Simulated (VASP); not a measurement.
A run of VASP 6.6.1 is set up as follows.

Contents of INCAR:

```
ALGO     = Normal         # electronic algorithm
EDIFF    = 1E-7           # SCF threshold, eV
ENCUT    = 520            # plane-wave cutoff, eV
GGA      = PE             # functional
ISIF     = 2              # what is computed and relaxed
ISMEAR   = 0              # smearing method
LASPH    = True           # aspherical terms in the spheres
LCHARG   = True           # write CHGCAR
LELF     = True           # ELF
LREAL    = False          # projectors in reciprocal space
LVHAR    = True         
LWAVE    = False          # write WAVECAR
NBANDS   = 9              # bands
NELM     = 80             # most SCF steps
PREC     = Accurate       # precision mode
SIGMA    = 0.1            # smearing width, eV
```

File KPOINTS:

```
k-points
0
Gamma
  15 15 15
```

POSCAR

```
Te
1.0
    2.2328532931      1.2891384499      1.7388415128
   -2.2328532931      1.2891384499      1.7388415128
    0.0000000000     -2.5782768996      1.7388415128
Te
1
Direct
    0.5000000000      0.5000000000      0.5000000000
```

Potentials or basis: VASP PAW PBE potentials, release 64 (Te).

Launch:

```console
$ cat potpaw_PBE.64/Te/POTCAR > POTCAR
$ mpirun -np 1 vasp_std > vasp.out
```

Q: Estimate the pressure.

A: 5.2 GPa.

Q: What does it give for the band gap on the k mesh?

A: Zero (bands 3 and 4 overlap by 5.71 eV).

Stress tensor (GPa, compression positive):
```
5.24 0.00 0.00
0.00 5.24 0.00
0.00 0.00 5.00
```

Caveat: the cell differs from its parent crystal (strained); the cell stands under pressure; spin-orbit coupling is left out, which moves the levels of the heavy elements.
